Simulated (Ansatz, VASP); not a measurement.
# PbO in VASP and in Ansatz

```xyz
4
Lattice="3.9405 0.0000 0.0063 0.0000 3.7841 0.0000 0.0079 0.0000 4.8755" Properties=species:S:1:pos:R:3 pbc="T T T"
Pb    0.0527    1.8921    1.1139
Pb    1.9255    0.0000    3.7647
O     0.0284    0.0000   -0.1205
O     1.9419    1.8921    0.1236
```

Alike in both runs: task single point; functional PBE; k mesh 8 × 8 × 6; occupations gaussian, width 0.02 eV; no spin polarisation.

|  | VASP | Ansatz |
| --- | --- | --- |
| version | VASP 6.6.1 | Ansatz 0.2.0 |
| potentials or method | VASP PAW PBE potentials, release 64 (Pb_d, O), cutoff 520 eV | scalar-relativistic, plane waves, PAW |
| valence electrons in the cell | 40 | 40 |

|  | VASP | Ansatz | Ansatz less VASP |
| --- | --- | --- | --- |
| gap on the k mesh at the Fermi level (eV) | 1.22 | 1.21 | -0.011 |
| least direct gap on the mesh (eV) | 2.38 | 2.40 | +0.021 |
| pressure (GPa) | 17.8 | 17.7 | -0.15 |
| traceless stress, the component that is largest in VASP (GPa) | 6.37 | 6.29 | -0.080 |
| rms of the force components (eV/Å) | 1.252 | 1.227 | -0.0249 |

Atom by atom the forces differ by 0.026 eV/Å (rms over components).

Neither program's run includes spin-orbit coupling.
